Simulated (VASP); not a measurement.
# Tm2MgC2 (P-1) in VASP: relaxation of cell and atoms with PBE

Aim: the relaxation of cell and atoms of Tm2MgC2 with PBE.

Program: VASP 6.6.1. These are calculated values, not measurements. Logs are shortened: lines on timing, memory, paths and dates and some standing lists are left out, and cuts for length are marked.

## Step 1: The cell of the first run

The typed cell holds 5 atoms: a = 4.409 Å, b = 5.236 Å, c = 5.443 Å, α = 66.99°, β = 73.12°, γ = 88.33°.

The cell was generated, and may not be a known phase.

## Step 2: Relaxation of cell and atoms, PBE

Input file INCAR:

```
PREC = Accurate
ENCUT = 600
EDIFF = 1E-7
ISMEAR = 0
SIGMA = 0.2
LREAL = F
LASPH = T
NELM = 200
ALGO = Normal
ISIF = 3
LWAVE = F
LCHARG = F
GGA = PE
IBRION = 2
NSW = 36
EDIFFG = -0.08
GGA_COMPAT = F
NELMIN = 4
LMAXMIX = 6
```

Input file KPOINTS:

```
Automatic mesh
0
Gamma
  4 4 4
```

Input file POSCAR:

```
Tm2MgC2
1.0
    4.4087273300      0.0000000000      0.0000000000
    0.1530074800      5.2341897900      0.0000000000
    1.5799950100      2.0820758300      4.7740649100
Tm Mg C
2 1 2
Direct
    0.5000000000      0.0000000000      0.5000000000
    0.0000000000      0.5000000000      0.5000000000
    0.0000000000      0.0000000000      0.0000000000
    0.5000000000      0.5000000000      0.0000000000
    0.5000000000      0.5000000000      0.5000000000
```

Potentials or basis: VASP PAW PBE potentials, release 64 (Tm_3, Mg, C), 4f in core.

Run with:

```bash
$ cat potpaw_PBE.64/Tm_3/POTCAR potpaw_PBE.64/Mg/POTCAR potpaw_PBE.64/C/POTCAR > POTCAR
$ mpirun -np 1 vasp_std > vasp.out
```

OUTCAR:

```text
PREC = Accurate
   ENCUT = 600
   EDIFF = 1E-7
   ISMEAR = 0
   LREAL = F
   LASPH = T
   NELM = 200
   ISIF = 3
   GGA = PE
   IBRION = 2
   NSW = 36
   EDIFFG = -0.08
   NELMIN = 4

 ion  position               nearest neighbor table
   1  0.500  0.000  0.500-   5 2.62   5 2.62   3 2.96   3 2.96   2 3.37   2 3.37   2 3.47   2 3.47

   2  0.000  0.500  0.500-   5 2.20   5 2.20   3 2.95   3 2.95   1 3.37   1 3.37   1 3.47   1 3.47

   3  0.000  0.000  0.000-   2 2.95   2 2.95   1 2.96   1 2.96
   4  0.500  0.500  0.000-
   5  0.500  0.500  0.500-   2 2.20   2 2.20   1 2.62   1 2.62

  LATTYP: Found a triclinic cell.
 ALAT       =     4.4087273300
 B/A-ratio  =     1.8536169950
 C/A-ratio  =     1.3443623117
 COS(alpha) =     0.0057585941
 COS(beta)  =     0.4772679644
 COS(gamma) =     0.7141029405

  Lattice vectors:

 A1 = (   4.4087273300,   0.0000000000,   0.0000000000)
 A2 = (   5.8357148600,  -3.1521139600,   4.7740649100)
 A3 = (   2.8287323200,  -2.0820758300,  -4.7740649100)

Analysis of symmetry for initial positions (statically):
=====================================================================
 Subroutine PRICEL returns:
 Original cell was already a primitive cell.

 Routine SETGRP: Setting up the symmetry group for a
 triclinic supercell.

 Subroutine GETGRP returns: Found  2 space group operations
 (whereof  2 operations were pure point group operations)
 out of a pool of  2 trial point group operations.

The static configuration has the point symmetry S_2 .

Analysis of symmetry for dynamics (positions and initial velocities):
=====================================================================
 Subroutine PRICEL returns:
 Original cell was already a primitive cell.

 Routine SETGRP: Setting up the symmetry group for a
 triclinic supercell.

 Subroutine GETGRP returns: Found  2 space group operations
 (whereof  2 operations were pure point group operations)
 out of a pool of  2 trial point group operations.

The dynamic configuration has the point symmetry S_2 .

 Subroutine INISYM returns: Found  2 space group operations
 (whereof  2 operations are pure point group operations),
 and found     1 'primitive' translations

----------------------------------------------------------------------------------------

                                     Primitive cell

  volume of cell :     110.1669

  direct lattice vectors                    reciprocal lattice vectors
     4.408727330  0.000000000  0.000000000     0.226822828 -0.006630556 -0.072176148
     0.153007480  5.234189790  0.000000000     0.000000000  0.191051536 -0.083321822
     1.579995010  2.082075830  4.774064910     0.000000000  0.000000000  0.209465103

  length of vectors
     4.408727330  5.236425694  5.442712537     0.238121725  0.208430361  0.209465103

  position of ions in fractional coordinates (direct lattice)
     0.500000000  0.000000000  0.500000000
     1.000000000  0.500000000  0.500000000
     0.000000000  0.000000000  0.000000000
     0.500000000  0.500000000  0.000000000
     0.500000000  0.500000000  0.500000000

  ion indices of the primitive-cell ions
   primitive index   ion index
                 1           1
                 2           2
                 3           3
                 4           4
                 5           5

----------------------------------------------------------------------------------------

 KPOINTS: Automatic mesh

Automatic generation of k-mesh.
 Grid dimensions read from file:
 generate k-points for:    4    4    4

 Generating k-lattice:

  Cartesian coordinates                     Fractional coordinates (reciprocal lattice)
     0.056705707 -0.001657639 -0.018044037     0.250000000  0.000000000 -0.000000000
     0.000000000  0.047762884 -0.020830455     0.000000000  0.250000000  0.000000000
     0.000000000  0.000000000  0.052366276     0.000000000  0.000000000  0.250000000

  Length of vectors
     0.059530431  0.052107590  0.052366276

  Shift w.r.t. Gamma in fractional coordinates (k-lattice)
     0.000000000  0.000000000  0.000000000

 Subroutine IBZKPT returns following result:
 ===========================================

 Found     36 irreducible k-points:

 Following reciprocal coordinates:
            Coordinates               Weight
  0.000000  0.000000  0.000000      1.000000
  0.250000  0.000000  0.000000      2.000000
  0.500000  0.000000  0.000000      1.000000
  0.000000  0.250000  0.000000      2.000000
  0.250000  0.250000  0.000000      2.000000
  0.500000  0.250000  0.000000      2.000000
[... 16 lines left out ...]
  0.000000 -0.250000  0.250000      2.000000
  0.250000 -0.250000  0.250000      2.000000
 [... further k-points ...]
   k-points           NKPTS =     36   k-points in BZ     NKDIM =     36   number of bands    NBANDS=     18
   number of dos      NEDOS =    301   number of ions     NIONS =      5
   total plane-waves  NPLWV =  72576
   dimension x,y,z NGX =    36 NGY =   42 NGZ =   48
   dimension x,y,z NGXF=    72 NGYF=   84 NGZF=   96
   ions per type =               2   1   2
   NGX,Y,Z   is equivalent  to a cutoff of  13.58, 13.33, 14.66 a.u.
   NGXF,Y,Z  is equivalent  to a cutoff of  27.15, 26.67, 29.32 a.u.
 SYSTEM =  unknown system
   PREC   = accura    normal or accurate (medium, high low for compatibility)
   ISTART =      0    job   : 0-new  1-cont  2-samecut
   ICHARG =      2    charge: 1-file 2-atom 10-const
   ISPIN  =      1    spin polarized calculation?
   LNONCOLLINEAR =      F non collinear calculations
   LSORBIT =      F    spin-orbit coupling
   LASPH  =      T    aspherical Exc in radial PAW
   ENCUT  =  600.0 eV  44.10 Ry    6.64 a.u.   8.81 10.46 10.87*2*pi/ulx,y,z
   NELM   =    200;   NELMIN=  4; NELMDL= -5     # of ELM steps
   EDIFF  = 0.1E-06   stopping-criterion for ELM
   LREAL  =      F    real-space projection
   EDIFFG = -.8E-01   stopping-criterion for IOM
   NSW    =     36    number of steps for IOM
   IBRION =      2    ionic relax: 0-MD 1-quasi-New 2-CG
   NFREE  =      1    steps in history (QN), initial steepest desc. (CG)
   ISIF   =      3    stress and relaxation
   ISYM   =      2    0-nonsym 1-usesym 2-fastsym
   POTIM  = 0.5000    time-step for ionic-motion
   TEBEG  =    0.0;   TEEND  =   0.0 temperature during run
   PSTRESS=    0.0 pullay stress
   NELECT =      28.0000    total number of electrons
   NUPDOWN=      -1.0000    fix difference up-down
   EMIN   =  10.00;   EMAX   =-10.00  energy-range for DOS
   EFERMI =   0.00;   METHOD = LEGACY
   ISMEAR =     0;   SIGMA  =   0.20  broadening in eV -4-tet -1-fermi 0-gaus
   EFERMI_NEDOS =   21; number of points for ismear=-14 and -15
   IALGO  =     38    algorithm
   IMIX   =      4    mixing-type and parameters
     AMIX     =   0.40;   BMIX     =  1.00
     AMIX_MAG =   1.60;   BMIX_MAG =  1.00
  volume/ion in A,a.u.               =      22.03       148.69
  Fermi-wavevector in a.u.,A,eV,Ry     =   1.036996  1.959639 14.631176  1.075361
  Thomas-Fermi vector in A             =   2.171413
   LORBIT       =      0    0 simple, 1 ext, 2 COOP (PROOUT), +10 PAW based schemes
   GGA     = PE    functional components
   LHFCALC =     F    Hartree Fock is set to
   AEXX    =    0.0000 exact exchange contribution
   IVDW    =     0    specifies the selected vdW correction
   LEPSILON=     F    determine dielectric tensor
   LRPA    =     F    only Hartree local field effects (RPA)
 conjugate gradient relaxation of ions
 non-spin polarized calculation
 Gauss-broadening in eV      SIGMA  =   0.20
  energy-cutoff  :      600.00
  volume of cell :      110.17
 maximum number of plane-waves:      3700
   NGX = 17   NGY = 21   NGZ = 21

--------------------------------------- Ionic step        1  -------------------------------------------

 number of electron      28.0000001 magnetization

 Free energy of the ion-electron system (eV)
  ---------------------------------------------------
  ext. energy  EPLUGINS =         0.00000000
  ---------------------------------------------------
  free energy    TOTEN  =       -22.56885044 eV

  energy without entropy =      -22.50574891  energy(sigma->0) =      -22.53729968

------------------------ aborting loop because EDIFF is reached ----------------------------------------

  FORCE on cell =-STRESS in cart. coord.  units (eV):
  Direction    XX          YY          ZZ          XY          YZ          ZX
  --------------------------------------------------------------------------------------
  -------------------------------------------------------------------------------------
  Total        2.9429013     -7.0964874     -3.8331757     -0.1769469      0.2338635     -0.3110011
  in kB       42.7991612   -103.2055362    -55.7465876     -2.5733710      3.4011210     -4.5229467
  external PRESSURE =     -38.7176542 kB  Pullay stress =       0.0000000 kB
[... 98 lines left out ...]
  FREE ENERGIE OF THE ION-ELECTRON SYSTEM (eV)
  ---------------------------------------------------
  free  energy   TOTEN  =       -23.1700491607 eV

  energy  without entropy=      -23.1145952039  energy(sigma->0) =      -23.14232218

 E-fermi :   2.7816     XC(G=0):  -9.8100

 val. band max:        2.7538983558   @ k =  -0.2500   0.5000   0.2500
 cond. band min:       2.8090025047   @ k =   0.0000   0.0000   0.5000
 fundamental gap:      0.0551041490
 Fermi energy:         2.7815574716

 k-point     1 :       0.0000    0.0000    0.0000
  band No.  band energies     occupation
      1     -22.3803      2.00000
      2     -22.3271      2.00000
      3     -22.1771      2.00000
      4     -22.1517      2.00000
      5     -21.8107      2.00000
      6     -21.7845      2.00000
[... 481 lines left out ...]
      5     -21.9959      2.00000
      6     -21.7367      2.00000
[... 10 lines left out ...]
     17       4.4909      0.00000
     18       5.0544      0.00000

 [... further k-points ...]

[... ionic steps 4 to 28 ...]

--------------------------------------- Ionic step       29  -------------------------------------------

 number of electron      27.9999996 magnetization

------------------------ aborting loop because EDIFF is reached ----------------------------------------
[... 73 lines left out ...]
--------------------------------------- Ionic step       31  -------------------------------------------

 number of electron      27.9999996 magnetization

 Free energy of the ion-electron system (eV)
  ---------------------------------------------------
  ext. energy  EPLUGINS =         0.00000000
  ---------------------------------------------------
  free energy    TOTEN  =       -25.86810783 eV

  energy without entropy =      -25.82815616  energy(sigma->0) =      -25.84813200

 E-fermi :   4.2586     XC(G=0): -10.2606

 val. band max:        4.2354418596   @ k =   0.0000   0.0000   0.2500
 cond. band min:       4.2741981633   @ k =   0.0000   0.0000   0.2500
 fundamental gap:      0.0387563038
 Fermi energy:         4.2586261990

 k-point     1 :       0.0000    0.0000    0.0000
  band No.  band energies     occupation
      1     -21.5473      2.00000
      2     -21.5443      2.00000
      3     -21.1196      2.00000
      4     -21.1161      2.00000
      5     -20.2002      2.00000
      6     -20.1929      2.00000
[... 481 lines left out ...]
      5     -20.9921      2.00000
      6     -20.9489      2.00000
[... 10 lines left out ...]
     17       6.1063      0.00000
     18       6.2757      0.00000

 [... further k-points ...]

------------------------ aborting loop because EDIFF is reached ----------------------------------------

  FORCE on cell =-STRESS in cart. coord.  units (eV):
  Direction    XX          YY          ZZ          XY          YZ          ZX
  --------------------------------------------------------------------------------------
  -------------------------------------------------------------------------------------
  Total       -0.2495462      0.1099597      0.3935948     -0.1625208      0.2993020      0.2678656
  in kB       -4.5547709      2.0070077      7.1839777     -2.9663653      5.4629256      4.8891418
  external PRESSURE =       1.5454048 kB  Pullay stress =       0.0000000 kB
[... 20 lines left out ...]
  FREE ENERGIE OF THE ION-ELECTRON SYSTEM (eV)
  ---------------------------------------------------
  free  energy   TOTEN  =       -25.8681078320 eV

  energy  without entropy=      -25.8281561642  energy(sigma->0) =      -25.84813200

 reached required accuracy - stopping structural energy minimisation
```

It took 50 min on 1 thread of AMD EPYC 7R43 (Zen 3), shared host; peak memory 0.28 GiB.

Results:

- Free energy: -25.8681 eV
- Relaxed volume: 17.56 Å³/atom
- Relaxed cell: a = 5.649 Å, b = 5.659 Å, c = 2.746 Å, α = 90.64°, β = 89.53°, γ = 89.65°
- Space group after relaxing (to 0.1 Å): P4/mmm (No. 123)
- Energy gained by relaxing: 659.9 meV/atom
- Ionic steps: 31
- Pressure after relaxing: 0.2 GPa
- Band gap on the k mesh: zero (bands 14 and 15 overlap by 1.76 eV)

Stress tensor (GPa, compression positive):
```
-0.46 -0.30  0.49
-0.30  0.20  0.55
 0.49  0.55  0.72
```

Step by step:
```
step  energy change (eV)  largest force (eV/Å)  pressure (GPa)  volume (Å³)
   1              0.0000                0.0000           -3.87       110.17
   2             -0.5300                0.0000           -0.81       101.63
   3             -0.6012                0.0000            1.40        97.90
   4             -0.6789                0.0000           -0.47        99.49
   5             -0.6935                0.0000           -1.51       100.49
   6             -0.7770                0.0000           -0.96        98.22
   7             -1.0327                0.0000            1.51        90.73
   8             -0.3052                0.0000           17.96        72.59
   9             -1.0646                0.0000            3.09        87.80
  10             -1.0793                0.0000            3.14        87.55
  11             -1.1214                0.0000            3.33        86.79
  12             -1.1916                0.0000            3.95        85.14
  13             -1.2304                0.0000            5.80        81.37
  14             -1.3473                0.0000            4.56        81.74
  15             -1.6552                0.0000            1.40        82.70
  16             -2.0693                0.0000           -0.76        83.81
  17             -2.2251                0.0000            2.52        82.49
  18             -2.4653                0.0000            4.97        85.06
  19             -2.4684                0.0000            4.69        84.89
  20             -2.7122                0.0000            0.78        87.93
  21             -2.8520                0.0000           -3.56        92.22
  22             -2.9859                0.0000           -1.05        90.62
  23             -3.0111                0.0000            0.69        89.63
  24             -3.0984                0.0000            0.14        89.13
  25             -3.1245                0.0000           -0.17        88.59
  26             -3.1912                0.0000           -0.15        88.19
  27             -3.2722                0.0000            0.10        86.97
  28             -3.2730                0.0000            0.17        86.78
  29             -3.2892                0.0000            0.83        86.97
  30             -3.2900                0.0000            1.04        87.02
  31             -3.2993                0.0000            0.15        87.78
```

Final structure:
```
CELL_PARAMETERS angstrom
5.47120 -0.44886 -1.33096
0.23196 5.55277 -1.06727
0.69673 0.44301 2.61926
ATOMIC_POSITIONS crystal
Tm 0.50000 0.00000 0.50000
Tm 0.00000 0.50000 0.50000
Mg 0.00000 0.00000 0.00000
C 0.50000 0.50000 0.00000
C 0.50000 0.50000 0.50000
```

Caveat: the k points lie up to 0.57 Å⁻¹ apart in the final cell, too coarse for converged energies and pressures of a metal; the volume moved by over 15 % at a fixed basis, so the end points are rough; spin-orbit coupling is left out, which moves the levels of the heavy elements; the 4f electrons are frozen in the core, so they carry no moment and show no levels. Spin polarisation is off, so any magnetic state and its effect on volume and gap are missing.

The gap in the log of VASP goes by the Fermi energy; the results here count the filled bands.